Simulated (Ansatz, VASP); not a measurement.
C in VASP and in Ansatz

File INCAR:

```
SYSTEM = C
PREC = Accurate
ENCUT = 520
EDIFF = 1E-6
ISMEAR = 0
SIGMA = 0.05
LREAL = .FALSE.
LASPH = .TRUE.
NELM = 100
ALGO = Normal
ISIF = 2
LWAVE = .FALSE.
LCHARG = .FALSE.
GGA = PE
NBANDS = 36
```

The input KPOINTS:

```
regular mesh
0
G
  12 12 2
  0 0 0
```

Contents of POSCAR:

```
C
1.0
    2.4764000000      0.0000000000      0.0000000000
   -1.2382000000      2.1446253099      0.0000000000
    0.0000000000      0.0000000000     13.0506000000
C
12
Direct
    0.0000000000      0.0000000000      0.1868593266
    0.0000000000      0.0000000000      0.6868593266
    0.0000000000      0.0000000000      0.3131406734
    0.0000000000      0.0000000000      0.8131406734
    0.3333333333      0.6666666667      0.5207665411
    0.6666666667      0.3333333333      0.0207665411
    0.3333333333      0.6666666667      0.9792334589
    0.6666666667      0.3333333333      0.4792334589
    0.3333333333      0.6666666667      0.6450950823
    0.6666666667      0.3333333333      0.1450950823
    0.3333333333      0.6666666667      0.8549049177
    0.6666666667      0.3333333333      0.3549049177
```

Input for Ansatz:

```yaml
crystal:
  lattice:
    - [2.4764, 0.0, 0.0]
    - [-1.2382, 2.1446253099, 0.0]
    - [0.0, 0.0, 13.0506]
  atoms:
    - { symbol: C, position: [0.0, 0.0, 0.1868593266] }
    - { symbol: C, position: [0.0, 0.0, 0.6868593266] }
    - { symbol: C, position: [0.0, 0.0, 0.3131406734] }
    - { symbol: C, position: [0.0, 0.0, 0.8131406734] }
    - { symbol: C, position: [0.3333333333, 0.6666666667, 0.5207665411] }
    - { symbol: C, position: [0.6666666667, 0.3333333333, 0.0207665411] }
    - { symbol: C, position: [0.3333333333, 0.6666666667, 0.9792334589] }
    - { symbol: C, position: [0.6666666667, 0.3333333333, 0.4792334589] }
    - { symbol: C, position: [0.3333333333, 0.6666666667, 0.6450950823] }
    - { symbol: C, position: [0.6666666667, 0.3333333333, 0.1450950823] }
    - { symbol: C, position: [0.3333333333, 0.6666666667, 0.8549049177] }
    - { symbol: C, position: [0.6666666667, 0.3333333333, 0.3549049177] }
basis:
  ecutwfc: 520.0
kpoints:
  mp_grid: { grid: [12, 12, 2] }
hamiltonian:
  xc: pbe
  pseudopotentials: { kind: paw, azcp: { folder: soft_1 } }
scf:
  occupations: { method: gaussian, width: 0.05 }
output:
  forces: true
  stress: true
  eigenvalues: true
  write_density: true
  write_potential: true
  elf: true
  volumetric_format: npy
```

Alike in both runs: task single point; functional PBE; k mesh 12 × 12 × 2; occupations gaussian, width 0.05 eV; no spin polarisation.

|  | VASP | Ansatz |
| --- | --- | --- |
| version | VASP 6.6.1 | Ansatz 0.2.0 |
| potentials or method | VASP PAW PBE potentials, release 64 (C), cutoff 520 eV | scalar-relativistic, plane waves, PAW |
| valence electrons in the cell | 48 | 48 |

```csv
,VASP,Ansatz,Ansatz less VASP
gap on the k mesh at the Fermi level (eV),3.78,3.78,+0.003
least direct gap on the mesh (eV),3.78,3.78,+0.003
pressure (GPa),-2.8,-3.4,-0.60
"traceless stress, the component that is largest in VASP (GPa)",-48.30,-48.03,+0.275
rms of the force components (eV/Å),0.071,0.082,+0.0107
```

Atom by atom the forces differ by 0.011 eV/Å (rms over components).
